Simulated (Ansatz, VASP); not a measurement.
One calculation of Au, two programs

```
Au
1.0
     0.00000    2.06432    2.06432
     2.06432    0.00000    2.06432
     2.06432    2.06432    0.00000
Au
1
Direct
  0.00000 0.00000 0.00000
```

Change from the starting cell: volume scaled by 0.98, PAW files.

Alike in both runs: task electric field gradients; functional PBE; k mesh 14 × 14 × 14; occupations fermi-dirac, width 0.03 eV; no spin polarisation.

```csv
,VASP,Ansatz
version,VASP 6.6.1,Ansatz 0.2.0
potentials or method,"VASP PAW PBE potentials, release 64 (Au)","PAW with Ansatz's default frozen-core files, scalar-relativistic"
plane-wave cutoff (eV),520,420
valence electrons in the cell,11,19
```

VASP gave:

```
pressure (GPa) : 2.8
```

Task: What did Ansatz give for the same quantities?

Result: Pressure (GPa): 3.1.

VASP's potentials hold 11 valence electrons a cell and Ansatz's 19, so a difference there can come from the potentials and not from the codes.

Neither program's run includes spin-orbit coupling.
